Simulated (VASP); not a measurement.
Runs of VASP 6.6.1 on AlN. Symmetry: P6_3mc, No. 186, hexagonal system. The conventional cell has a = 3.107 Å, b = 3.107 Å, c = 4.979 Å, α = 90.00°, β = 90.00°, γ = 120.00°. Al (site symmetry 3m) has 4 N at 1.89 to 1.90 Å within 2.5 Å. Within 2.5 Å of N (site symmetry 3m) lie 4 Al at 1.89 to 1.90 Å. 

| level | potentials or basis | k mesh | gap on the mesh (eV) | pressure (GPa) | largest force (eV/Å) |
| --- | --- | --- | --- | --- | --- |
| PBE | VASP PAW PBE potentials, release 64 (Al, N) | 6 × 6 × 4 | 4.24 | 4.4 | 0.01 |
| LDA | VASP PAW LDA potentials, release 64 (Al, N) | 6 × 6 × 4 | (a) | -3.2 | - |
| r2SCAN | VASP PAW PBE potentials, release 64 (Al, N) | 6 × 6 × 4 | 4.92 | -0.4 | - |
| PBE | VASP PAW PBE potentials, release 64 (Al, N) | 9 × 9 × 4 | 4.24 | 4.4 | 0.01 |

Alike in all rows: task single point; no spin polarisation; cell as given; cutoff (eV) 520; smearing gaussian 0.01 eV.

Problem. Estimate the missing entries.

Solution. (a) 4.27.

Caveats: the PAW data sets were made with another functional, which shifts forces and pressure a little (some runs).

